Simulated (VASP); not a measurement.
Input of a VASP 6.6.1 run:

The input INCAR:

```
PREC     = Accurate       # precision mode
ENCUT    = 520            # plane-wave cutoff, eV
EDIFF    = 1E-8           # SCF threshold, eV
ISMEAR   = -1             # smearing method
SIGMA    = 0.03           # smearing width, eV
LREAL    = F              # projectors in reciprocal space
LASPH    = T              # aspherical terms in the spheres
NELM     = 80             # most SCF steps
ALGO     = Normal         # electronic algorithm
ISIF     = 2              # what is computed and relaxed
LWAVE    = F              # write WAVECAR
LCHARG   = F              # write CHGCAR
GGA      = CA             # functional
LEFG     = T            
NBANDS   = 25             # bands
```

KPOINTS

```
regular mesh
0
Gamma
  12 12 7
```

POSCAR

```
TiSb
1.0
    4.1572960870      0.0000000000      0.0000000000
   -2.0786480435      3.6003240224      0.0000000000
    0.0000000000      0.0000000000      6.3662884298
Ti Sb
2 2
Direct
    0.0000000000      0.0000000000      0.0000000000
    0.0000000000      0.0000000000      0.5000000000
    0.3333333333      0.6666666667      0.2500000000
    0.6666666667      0.3333333333      0.7500000000
```

Potentials or basis: VASP PAW LDA potentials, release 64 (Ti_sv, Sb).

Run with:

```console
$ cat potpaw_LDA.64/Ti_sv/POTCAR potpaw_LDA.64/Sb/POTCAR > POTCAR
$ mpirun -np 1 vasp_std > vasp.out
```

Q: What does it give for the band gap on the k mesh?

A: Zero (bands 17 and 18 overlap by 0.45 eV).

Q: What does it give for the pressure?

A: -10.7 GPa.

Stress tensor (GPa, compression positive):
```
-10.42   0.00   0.00
  0.00 -10.42   0.00
  0.00   0.00 -11.27
```

Caveat: the cell stands under tension; without QUAD_EFG the Cq values of the log hold for a quadrupole moment of 1 mb, not for the nuclei; spin-orbit coupling is left out, which moves the levels of the heavy elements.
